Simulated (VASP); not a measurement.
Input of a VASP 6.6.1 run:

INCAR

```
  ALGO = Normal
  EDIFF = 1E-6
  EDIFFG = -0.005
  ENCUT = 600
  GGA = PE
  IBRION = 2
  ISIF = 3
  ISMEAR = -1
  LASPH = True
  LCHARG = False
  LREAL = False
  LWAVE = False
  NELM = 80
  NSW = 60
  PREC = Accurate
  SIGMA = 0.05
```

File KPOINTS:

```
k-points
0
Gamma
  18 18 18
```

POSCAR

```
Os
1.0
    0.0000000000      1.9256898635      1.9256898635
    1.9256898635      0.0000000000      1.9256898635
    1.9256898635      1.9256898635      0.0000000000
Os
1
Direct
    0.0000000000      0.0000000000      0.0000000000
```

Potentials or basis: VASP PAW PBE potentials, release 64 (Os).

Launch:

```console
$ cat potpaw_PBE.64/Os/POTCAR > POTCAR
$ mpirun -np 1 vasp_std > vasp.out
```

Question: Predict the space group after relaxing (to 0.1 Å).

Answer: Fm-3m (No. 225).

Question: Predict the band gap on the k mesh.

Answer: Zero (bands 4 and 5 overlap by 3.68 eV).

Question: Estimate the relaxed volume.

Answer: 14.33 Å³/atom.

Question: What does it give for the relaxed cell?

Answer: a = 2.727 Å, b = 2.727 Å, c = 2.727 Å, α = 60.00°, β = 60.00°, γ = 60.00°.

Step by step:
```tsv
step	energy change (eV)	largest force (eV/Å)	pressure (GPa)	volume (Å³)
1	0.0000	0.0000	1.42	14.28
2	0.0036	0.0000	-5.67	14.55
3	-0.0002	0.0000	0.01	14.33
```

Caveat: spin-orbit coupling is left out, which moves the levels of the heavy elements.
